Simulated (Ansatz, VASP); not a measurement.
Ti3Al in VASP and in Ansatz

The input INCAR:

```
SYSTEM = Ti3Al
  ALGO = Fast
  EDIFF = 1E-7
  ENCUT = 520
  GGA = PE
  ISIF = 2
  ISMEAR = 0
  LASPH = .True.
  LCHARG = .False.
  LREAL = .False.
  LWAVE = .False.
  NBANDS = 28
  NELM = 80
  PREC = Accurate
  SIGMA = 0.15
```

The input KPOINTS:

```
k-points
0
Gamma
  18 18 6
  0 0 0
```

File POSCAR:

```
Ti3Al
1.0
    2.9895861744      0.0000000000      0.0000000000
   -1.4947930872      2.5890575738      0.0000000000
    0.0000000000      0.0000000000      8.8656178002
Ti Al
3 1
Direct
    0.6666666667      0.3333333333      0.0000000000
    0.3333333333      0.6666666667      0.7504575700
    0.3333333333      0.6666666667      0.2495424300
    0.6666666667      0.3333333333      0.5000000000
```

Input for Ansatz:

```yaml
crystal:
  lattice:
    - [2.9895861744, 0.0, 0.0]
    - [-1.4947930872, 2.5890575738, 0.0]
    - [0.0, 0.0, 8.8656178002]
  atoms:
    - { symbol: Ti, position: [0.6666666667, 0.3333333333, 0.0] }
    - { symbol: Ti, position: [0.3333333333, 0.6666666667, 0.75045757] }
    - { symbol: Ti, position: [0.3333333333, 0.6666666667, 0.24954243] }
    - { symbol: Al, position: [0.6666666667, 0.3333333333, 0.5] }
basis:
  ecutwfc: 520.0
kpoints:
  mp_grid: { grid: [18, 18, 6] }
hamiltonian:
  xc: pbe
  pseudopotentials: { kind: paw, azcp: { folder: soft_1 } }
scf:
  occupations: { method: gaussian, width: 0.15 }
output:
  forces: true
  stress: true
  eigenvalues: true
```

Alike in both runs: task single point; functional PBE; k mesh 18 × 18 × 6; occupations gaussian, width 0.15 eV; no spin polarisation.

|  | VASP | Ansatz |
| --- | --- | --- |
| version | VASP 6.6.1 | Ansatz 0.2.0 |
| potentials or method | VASP PAW PBE potentials, release 64 (Ti_sv, Al), cutoff 520 eV | scalar-relativistic, plane waves, PAW |
| valence electrons in the cell | 39 | 39 |

```tsv
	VASP	Ansatz	Ansatz less VASP
gap on the k mesh at the Fermi level (eV)	none	none	-
pressure (GPa)	0.5	0.6	+0.15
traceless stress, the component that is largest in VASP (GPa)	6.41	6.40	-0.002
rms of the force components (eV/Å)	0.033	0.029	-0.0034
```

Atom by atom the forces differ by 0.003 eV/Å (rms over components). A gap of «none» marks a metal or a gap that the smearing closes.
